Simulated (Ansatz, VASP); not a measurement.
One calculation of In2O3, two programs

```
CELL_PARAMETERS angstrom
2.75810 1.59239 4.86369
-2.75810 1.59239 4.86369
0.00000 -3.18478 4.86369
ATOMIC_POSITIONS crystal
In 0.64288 0.64288 0.64288
In 0.85712 0.85712 0.85712
In 0.35712 0.35712 0.35712
In 0.14288 0.14288 0.14288
O 0.04650 0.75000 0.45350
O 0.75000 0.45350 0.04650
O 0.45350 0.04650 0.75000
O 0.95350 0.25000 0.54650
O 0.54650 0.95350 0.25000
O 0.25000 0.54650 0.95350
```

Alike in both runs: task electric field gradients; functional r2SCAN; k mesh 6 × 6 × 6; occupations fermi-dirac, width 0.01 eV; no spin polarisation.

|  | VASP | Ansatz |
| --- | --- | --- |
| version | VASP 6.6.1 | Ansatz 0.2.0 |
| potentials or method | VASP PAW PBE potentials, release 64 (In_d, O) | plane-wave PAW, scalar-relativistic |
| plane-wave cutoff (eV) | 520 | 500 |
| valence electrons in the cell | 88 | 88 |

Ansatz gave:

- gap on the k mesh at the Fermi level (eV): 1.77
- pressure (GPa): -0.9
- traceless stress, the component that is largest in VASP (GPa): 0.00
- rms of the force components (eV/Å): 0.008
- size of Vzz on the site where it differs most (V/Å²): 44.8

Estimate VASP's values.

gap on the k mesh at the Fermi level (eV): 1.78; pressure (GPa): 0.1; traceless stress, the component that is largest in VASP (GPa): -0.09; rms of the force components (eV/Å): 0.004; size of Vzz on the site where it differs most (V/Å²): 41.8.

VASP's potentials were made for PBE, not for r2SCAN. Atom by atom the forces differ by 0.008 eV/Å (rms over components).
